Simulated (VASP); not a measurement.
O2: single point with revPBE

The system is O2, in a box.

```xyz
2
Lattice="12.0000 0.0000 0.0000 0.0000 12.3000 0.0000 0.0000 0.0000 12.6000" Properties=species:S:1:pos:R:3 pbc="T T T"
O     6.0000    6.1500    5.6885
O     6.0000    6.1500    6.9115
```

```json
{
  "Program": "VASP 6.6.1",
  "Task": "single point",
  "Functional": "revPBE",
  "Potentials or basis": "VASP PAW PBE potentials, release 64 (O)",
  "Cutoff": "520 eV",
  "k mesh": "1 × 1 × 1",
  "Occupations": "fermi-dirac, width 0.01 eV",
  "Spin": "non-collinear spin, typed start, spin-orbit coupling",
  "Starting moments": "[[0.0, 0.0, 0.561], [0.0, 0.0, 0.561]] μB",
  "Dipole correction": "no",
  "Further INCAR settings": "ALGO = Normal; EDIFF = 1e-06; NBANDS = 24"
}
```

* Largest force: 1.057 eV/Å
* Net moment: 2.00 μB per cell
* Valence electrons inside the program's atomic spheres: O 4.91

Forces on the atoms (eV/Å):
```
O    0.000  0.000 -1.057
O    0.000  0.000  1.057
```

Moments on the atoms (μB; x, y, z):
```
O   0.00 0.00 0.81
O   0.00 0.00 0.81
```

It took 44 min on 1 thread of Intel Xeon 8259CL, with other jobs on the host, peak memory 4.5 GiB.

Caveat: the standard files for N, O and F lose accuracy on very short bonds; the PAW data sets were made with another functional, which shifts forces and pressure a little.
